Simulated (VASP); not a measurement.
# Li3Pb (Fm-3m) in VASP: further runs, part 3 of 3

VASP 6.6.1. The steps go on from the part before.

### Step 7. Single point, LDA

INCAR

```
ALGO = Normal ; EDIFF = 1E-6
ENCUT = 750 ; GGA_COMPAT = F
ISIF = 2 ; ISMEAR = -1
LASPH = T ; LCHARG = F
LREAL = F ; LWAVE = F
NBANDS = 20 ; NELM = 120
PREC = Accurate ; SIGMA = 0.1
```

KPOINTS

```
k-points
0
Gamma
  7 7 7
```

POSCAR

```
Li3Pb
1.0
    0.0000000000      3.3435000000      3.3435000000
    3.3435000000      0.0000000000      3.3435000000
    3.3435000000      3.3435000000      0.0000000000
Li Pb
3 1
Direct
    0.5000000000      0.5000000000      0.5000000000
    0.2500000000      0.2500000000      0.2500000000
    0.7500000000      0.7500000000      0.7500000000
    0.0000000000      0.0000000000      0.0000000000
```

Potentials or basis: VASP PAW LDA potentials, release 64 (Li_sv, Pb_d).

Run with:

```bash
$ cat potpaw_LDA.64/Li_sv/POTCAR potpaw_LDA.64/Pb_d/POTCAR > POTCAR
$ mpirun -np 1 vasp_std > vasp.out
```

OUTCAR:

```text
EDIFF = 1E-6
   ENCUT = 750
   ISIF = 2
   ISMEAR = -1
   LASPH = T
   LREAL = F
   NELM = 120
   PREC = Accurate

 ion  position               nearest neighbor table
   1  0.500  0.500  0.500-   4 3.34   4 3.34   4 3.34   4 3.34   4 3.34   4 3.34
   2  0.250  0.250  0.250-   4 2.90   4 2.90   4 2.90   4 2.90
   3  0.750  0.750  0.750-   4 2.90   4 2.90   4 2.90   4 2.90
   4  0.000  0.000  0.000-   3 2.90   3 2.90   3 2.90   2 2.90   3 2.90   2 2.90   2 2.90   2 2.90
                             1 3.34   1 3.34   1 3.34   1 3.34   1 3.34   1 3.34

  LATTYP: Found a face centered cubic cell.
 ALAT       =     6.6870000000

  Lattice vectors:

 A1 = (   0.0000000000,   3.3435000000,   3.3435000000)
 A2 = (   3.3435000000,   0.0000000000,   3.3435000000)
 A3 = (   3.3435000000,   3.3435000000,   0.0000000000)

Analysis of symmetry for initial positions (statically):
=====================================================================
 Subroutine PRICEL returns:
 Original cell was already a primitive cell.

 Routine SETGRP: Setting up the symmetry group for a
 face centered cubic supercell.

 Subroutine GETGRP returns: Found 48 space group operations
 (whereof 48 operations were pure point group operations)
 out of a pool of 48 trial point group operations.

The static configuration has the point symmetry O_h .

Analysis of symmetry for dynamics (positions and initial velocities):
=====================================================================
 Subroutine PRICEL returns:
 Original cell was already a primitive cell.

 Routine SETGRP: Setting up the symmetry group for a
 face centered cubic supercell.

 Subroutine GETGRP returns: Found 48 space group operations
 (whereof 48 operations were pure point group operations)
 out of a pool of 48 trial point group operations.

The dynamic configuration has the point symmetry O_h .

 Subroutine INISYM returns: Found 48 space group operations
 (whereof 48 operations are pure point group operations),
 and found     1 'primitive' translations

----------------------------------------------------------------------------------------

                                     Primitive cell

  volume of cell :      74.7539

  direct lattice vectors                    reciprocal lattice vectors
     0.000000000  3.343500000  3.343500000    -0.149543891  0.149543891  0.149543891
     3.343500000  0.000000000  3.343500000     0.149543891 -0.149543891  0.149543891
     3.343500000  3.343500000  0.000000000     0.149543891  0.149543891 -0.149543891

  length of vectors
     4.728423046  4.728423046  4.728423046     0.259017617  0.259017617  0.259017617

  position of ions in fractional coordinates (direct lattice)
     0.500000000  0.500000000  0.500000000
     0.250000000  0.250000000  0.250000000
     0.750000000  0.750000000  0.750000000
     0.000000000  0.000000000  0.000000000

  ion indices of the primitive-cell ions
   primitive index   ion index
                 1           1
                 2           2
                 3           3
                 4           4

----------------------------------------------------------------------------------------

 KPOINTS: k-points

Automatic generation of k-mesh.
 Grid dimensions read from file:
 generate k-points for:    7    7    7

 Generating k-lattice:

  Cartesian coordinates                     Fractional coordinates (reciprocal lattice)
    -0.021363413  0.021363413  0.021363413     0.142857143  0.000000000  0.000000000
     0.021363413 -0.021363413  0.021363413     0.000000000  0.142857143  0.000000000
     0.021363413  0.021363413 -0.021363413     0.000000000  0.000000000  0.142857143

  Length of vectors
     0.037002517  0.037002517  0.037002517

  Shift w.r.t. Gamma in fractional coordinates (k-lattice)
     0.000000000  0.000000000  0.000000000

 Subroutine IBZKPT returns following result:
 ===========================================

 Found     20 irreducible k-points:

 Following reciprocal coordinates:
            Coordinates               Weight
  0.000000  0.000000  0.000000      1.000000
  0.142857  0.000000  0.000000      8.000000
  0.285714  0.000000  0.000000      8.000000
  0.428571  0.000000  0.000000      8.000000
  0.142857  0.142857  0.000000      6.000000
  0.285714  0.142857  0.000000     24.000000
[... 12 lines left out ...]
 -0.428571  0.428571  0.142857     24.000000
 -0.285714  0.428571  0.142857     24.000000
   k-points           NKPTS =     20   k-points in BZ     NKDIM =     20   number of bands    NBANDS=     20
   number of dos      NEDOS =    301   number of ions     NIONS =      4
   total plane-waves  NPLWV =  74088
   dimension x,y,z NGX =    42 NGY =   42 NGZ =   42
   dimension x,y,z NGXF=    84 NGYF=   84 NGZF=   84
   ions per type =               3   1
   NGX,Y,Z   is equivalent  to a cutoff of  14.77, 14.77, 14.77 a.u.
   NGXF,Y,Z  is equivalent  to a cutoff of  29.53, 29.53, 29.53 a.u.
 SYSTEM =  unknown system
   PREC   = accura    normal or accurate (medium, high low for compatibility)
   ISTART =      0    job   : 0-new  1-cont  2-samecut
   ICHARG =      2    charge: 1-file 2-atom 10-const
   ISPIN  =      1    spin polarized calculation?
   LNONCOLLINEAR =      F non collinear calculations
   LSORBIT =      F    spin-orbit coupling
   LASPH  =      T    aspherical Exc in radial PAW
   ENCUT  =  750.0 eV  55.12 Ry    7.42 a.u.  10.56 10.56 10.56*2*pi/ulx,y,z
   NELM   =    120;   NELMIN=  2; NELMDL= -5     # of ELM steps
   EDIFF  = 0.1E-05   stopping-criterion for ELM
   LREAL  =      F    real-space projection
   EDIFFG = 0.1E-04   stopping-criterion for IOM
   NSW    =      0    number of steps for IOM
   IBRION =     -1    ionic relax: 0-MD 1-quasi-New 2-CG
   NFREE  =      0    steps in history (QN), initial steepest desc. (CG)
   ISIF   =      2    stress and relaxation
   ISYM   =      2    0-nonsym 1-usesym 2-fastsym
   POTIM  = 0.5000    time-step for ionic-motion
   TEBEG  =    0.0;   TEEND  =   0.0 temperature during run
   PSTRESS=    0.0 pullay stress
   NELECT =      23.0000    total number of electrons
   NUPDOWN=      -1.0000    fix difference up-down
   EMIN   =  10.00;   EMAX   =-10.00  energy-range for DOS
   EFERMI =   0.00;   METHOD = LEGACY
   ISMEAR =    -1;   SIGMA  =   0.10  broadening in eV -4-tet -1-fermi 0-gaus
   EFERMI_NEDOS =   21; number of points for ismear=-14 and -15
   IALGO  =     38    algorithm
   IMIX   =      4    mixing-type and parameters
     AMIX     =   0.40;   BMIX     =  1.00
     AMIX_MAG =   1.60;   BMIX_MAG =  1.00
  volume/ion in A,a.u.               =      18.69       126.12
  Fermi-wavevector in a.u.,A,eV,Ry     =   1.105196  2.088518 16.618959  1.221459
  Thomas-Fermi vector in A             =   2.241680
   LORBIT       =      0    0 simple, 1 ext, 2 COOP (PROOUT), +10 PAW based schemes
   GGA     = CA    functional components
   LHFCALC =     F    Hartree Fock is set to
   AEXX    =    0.0000 exact exchange contribution
   IVDW    =     0    specifies the selected vdW correction
   LEPSILON=     F    determine dielectric tensor
   LRPA    =     F    only Hartree local field effects (RPA)
 non-spin polarized calculation
  energy-cutoff  :      750.00
  volume of cell :       74.75
 maximum number of plane-waves:      3518
 NGX is ok and might be reduce to    42
   NGX = 21   NGY = 21   NGZ = 21

 number of electron      23.0000004 magnetization

 Free energy of the ion-electron system (eV)
  ---------------------------------------------------
  ext. energy  EPLUGINS =         0.00000000
  ---------------------------------------------------
  free energy    TOTEN  =       -11.94072263 eV

  energy without entropy =      -11.88690971  energy(sigma->0) =      -11.91381617

 E-fermi :   3.4294     XC(G=0):  -8.9267

 val. band max:        3.3822191976   @ k =   0.2857   0.1429   0.0000
 cond. band min:       3.4992885210   @ k =   0.1429   0.1429   0.0000
 fundamental gap:      0.1170693234
 Fermi energy:         3.4294446446

 k-point     1 :       0.0000    0.0000    0.0000
  band No.  band energies     occupation
      1     -42.0947      2.00000
      2     -41.5826      2.00000
      3     -41.5752      2.00000
      4     -12.7441      2.00000
      5     -12.7441      2.00000
      6     -12.7441      2.00000
[... 449 lines left out ...]
     19      12.2722      0.00000
     20      13.5956      0.00000

------------------------ aborting loop because EDIFF is reached ----------------------------------------

  FORCE on cell =-STRESS in cart. coord.  units (eV):
  Direction    XX          YY          ZZ          XY          YZ          ZX
  --------------------------------------------------------------------------------------
  -------------------------------------------------------------------------------------
  Total       -1.0987802     -1.0987802     -1.0987802      0.0000000      0.0000000     -0.0000000
  in kB      -23.5498121    -23.5498121    -23.5498121      0.0000000      0.0000000     -0.0000000
  external PRESSURE =     -23.5498121 kB  Pullay stress =       0.0000000 kB

 VOLUME and BASIS-vectors are now :
 -----------------------------------------------------------------------------
  energy-cutoff  :      750.00
  volume of cell :       74.75
      direct lattice vectors                 reciprocal lattice vectors
     0.000000000  3.343500000  3.343500000    -0.149543891  0.149543891  0.149543891
     3.343500000  0.000000000  3.343500000     0.149543891 -0.149543891  0.149543891
     3.343500000  3.343500000  0.000000000     0.149543891  0.149543891 -0.149543891

 POSITION                                       TOTAL-FORCE (eV/Angst)
 -----------------------------------------------------------------------------------
      3.34350      3.34350      3.34350        -0.000000     -0.000000      0.000000
      1.67175      1.67175      1.67175        -0.000000     -0.000000     -0.000000
      5.01525      5.01525      5.01525         0.000000      0.000000      0.000000
      0.00000      0.00000      0.00000        -0.000000     -0.000000      0.000000
 -----------------------------------------------------------------------------------
    total drift:                               -0.000000      0.000000      0.000000

  FREE ENERGIE OF THE ION-ELECTRON SYSTEM (eV)
  ---------------------------------------------------
  free  energy   TOTEN  =       -11.9407226279 eV

  energy  without entropy=      -11.8869097138  energy(sigma->0) =      -11.91381617
```

stdout:

```text
POSCAR found type information on POSCAR LiPb
 POSCAR found :  2 types and       4 ions
 scaLAPACK will be used
 LDA part: xc-table for (Slater(with rela. corr.)+CA(PZ))
 , standard interpolation
 POSCAR, INCAR and KPOINTS ok, starting setup
 FFT: planning ... GRIDC
 FFT: planning ... GRID_SOFT
 FFT: planning ... GRID
 WAVECAR not read
 entering main loop
```

Wall time 20 s (1 thread of Intel Xeon 6975P-C (Granite Rapids), shared host); peak memory 0.23 GiB.

Results:

```
Free energy            : -11.9407 eV
Pressure               : -2.4 GPa
Band gap on the k mesh : zero (an odd number of electrons rules out a gap without spin polarisation)
```

Caveat: spin-orbit coupling is left out, which moves the levels of the heavy elements.

### Step 8. Overview

| k mesh | gap on the mesh (eV) | pressure (GPa) |
| --- | --- | --- |
| 2 × 2 × 2 | none | -1.7 |
| 3 × 3 × 3 | none | -2.8 |
| 4 × 4 × 4 | none | -2.6 |
| 5 × 5 × 5 | none | -2.3 |
| 6 × 6 × 6 | none | -2.3 |
| 7 × 7 × 7 | none | -2.4 |

Alike in all rows: task single point; level LDA; potentials or basis VASP PAW LDA potentials, release 64 (Li_sv, Pb_d); no spin polarisation; cell as given; cutoff (eV) 750; smearing fermi-dirac 0.1 eV.

Caveats: some runs use coarse meshes; spin-orbit coupling is left out, which moves the levels of the heavy elements.

Absolute energies hang on the potentials; compare differences alone.
